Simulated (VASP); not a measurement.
Wanted: the native input for a VASP 6.6.1 run.

```
Task                   : single point
Functional             : PBE
Potentials or basis    : VASP PAW PBE potentials, release 64 (Pb_d, Se)
Cutoff                 : 520 eV
k mesh                 : 6 × 6 × 6
Occupations            : fermi-dirac, width 0.02 eV
Spin                   : no spin polarisation
Dipole correction      : no
Further INCAR settings : ALGO = Normal; EDIFF = 1e-06; NBANDS = 17
```

The structure of PbSe (rock salt type) lies in POSCAR:

```
PbSe
1.0
    0.0000000000      3.1050000000      3.1050000000
    3.1050000000      0.0000000000      3.1050000000
    3.1050000000      3.1050000000      0.0000000000
Pb Se
1 1
Direct
    0.0000000000      0.0000000000      0.0000000000
    0.5000000000      0.5000000000      0.5000000000
```

These files were run (other wordings do the same):

INCAR

```
SYSTEM = PbSe
PREC     = Accurate       ! precision mode
ENCUT    = 520            ! plane-wave cutoff, eV
EDIFF    = 1E-6           ! SCF threshold, eV
ISMEAR   = -1             ! smearing method
SIGMA    = 0.02           ! smearing width, eV
LREAL    = .False.        ! projectors in reciprocal space
LASPH    = .True.         ! aspherical terms in the spheres
NELM     = 60             ! most SCF steps
ALGO     = Normal         ! electronic algorithm
ISIF     = 2              ! what is computed and relaxed
LWAVE    = .False.        ! write WAVECAR
LCHARG   = .False.        ! write CHGCAR
GGA      = PE             ! functional
NBANDS   = 17             ! bands
```

KPOINTS

```
Automatic mesh
0
Gamma
  6 6 6
  0 0 0
```

Potentials or basis: VASP PAW PBE potentials, release 64 (Pb_d, Se).

The run is started by

```bash
$ cat potpaw_PBE.64/Pb_d/POTCAR potpaw_PBE.64/Se/POTCAR > POTCAR
$ mpirun -np 1 vasp_std > vasp.out
```

It gave:

The pressure is 0.1 GPa. The band gap on the k mesh is 0.43 eV.

Caveat: spin-orbit coupling is left out, which moves the levels of the heavy elements.

Run time: 33 s on 1 thread of Intel Xeon 8259CL, on a shared host, peak memory 0.2 GiB.
